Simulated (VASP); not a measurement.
BaZrO3, 5 atoms in the cell. Symmetry: Pmmm, No. 47, orthorhombic system. The conventional cell has a = 3.691 Å, b = 4.147 Å, c = 4.262 Å, α = 90.00°, β = 90.00°, γ = 90.00°. Ba (site symmetry mmm) has 12 O at 2.78 to 2.97 Å and 8 Zr at 3.50 Å and 2 Ba at 3.69 Å within 3.7 Å. Zr (site symmetry mmm) has 6 O at 1.85 to 2.13 Å within 2.4 Å. Within 2.4 Å of O (site symmetry mmm) lie 2 Zr at 1.85 Å. Within 2.8 Å of O (site symmetry mmm) lie 2 Zr at 2.13 Å and 4 Ba at 2.78 Å. Within 2.7 Å of O (site symmetry mmm) lie 2 Zr at 2.07 Å.  This cell differs from its parent crystal: normal strain along x -0.1100, normal strain along y +0.0275.

- Program: VASP 6.6.1
- Task: single point
- Functional: LDA
- Potentials or basis: VASP PAW LDA potentials, release 64 (Ba_sv, Zr_sv, O)
- Cutoff: 520 eV
- k mesh: 6 × 6 × 6
- Occupations: gaussian, width 0.05 eV
- Spin: no spin polarisation
- Dipole correction: no
- Further INCAR settings: ALGO = Normal; EDIFF = 1e-06; NBANDS = 28

Potentials or basis: VASP PAW LDA potentials, release 64 (Ba_sv, Zr_sv, O).

Command:

```bash
$ cat potpaw_LDA.64/Ba_sv/POTCAR potpaw_LDA.64/Zr_sv/POTCAR potpaw_LDA.64/O/POTCAR > POTCAR
$ mpirun -np 1 vasp_std > vasp.out
```

Hardware: 1 thread of Intel(R) Xeon(R) 6975P-C (Granite Rapids), on a shared host.

Q: How long does it take, and how much memory?

A: It took 36 s on 1 thread of Intel(R) Xeon(R) 6975P-C (Granite Rapids), on a shared host, peak memory 0.23 GiB. Counts: scf iterations 13, k points 64.
